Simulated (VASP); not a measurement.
**MgO: single point with PBEsol**

Crystal: MgO.

```
CELL_PARAMETERS angstrom
3.30779 0.00000 0.00000
-1.65389 2.86463 0.00000
0.00000 0.00000 4.98288
ATOMIC_POSITIONS crystal
Mg 0.33333 0.66667 0.00216
Mg 0.66667 0.33333 0.50216
O 0.13102 0.51856 0.28203
O 0.66667 0.33333 0.90244
```

This cell differs from its parent crystal: atom 3 (O) moved by (-0.600, -0.600) A along [1 1 0] and z.

| Property | Result |
| --- | --- |
| Program | VASP 6.6.1 |
| Task | single point |
| Functional | PBEsol |
| Potentials or basis | VASP PAW PBE potentials, release 64 (Mg, O) |
| Cutoff | 520 eV |
| k mesh | 9 × 9 × 6 |
| Occupations | gaussian, width 0.05 eV |
| Spin | no spin polarisation |

The pressure is 30.0 GPa, the largest force is 13.786 eV/Å and the band gap on the k mesh is 1.93 eV (least direct gap 1.94 eV).

Forces on the atoms (eV/Å):
```
Mg    3.486   3.457 -11.465
Mg   -3.181  -1.348   0.940
O     0.500  -1.739  13.666
O    -0.805  -0.370  -3.141
```

Stress tensor (GPa, compression positive):
```
 15.51  10.29 -24.38
 10.29   4.86 -19.96
-24.38 -19.96  69.70
```

Levels at points of the mesh, in eV from the valence-band top:
```tsv
k point	band 6	band 7	band 8	band 9	band 10	band 11
(0.00, 0.00, 0.00)	-1.15	-0.59	-0.01	1.93	7.31	8.84
(0.00, 0.00, 0.50)	-1.19	-0.60	-0.57	3.84	5.25	11.05
```

Wall time 2.9 min on 1 thread of Intel(R) Xeon(R) Platinum 8259CL CPU @ 2.50GHz (Skylake/Cascade Lake) (shared host), peak memory 0.3 GiB.

Caveat: the cell differs from its parent crystal (atom 3 (O) moved by (-0.600, -0.600) A along [1 1 0] and z); the stress differs along the axes, from 5 to 70 GPa; the PAW data sets were made with another functional, which shifts forces and pressure a little. A k mesh can miss the band edges.
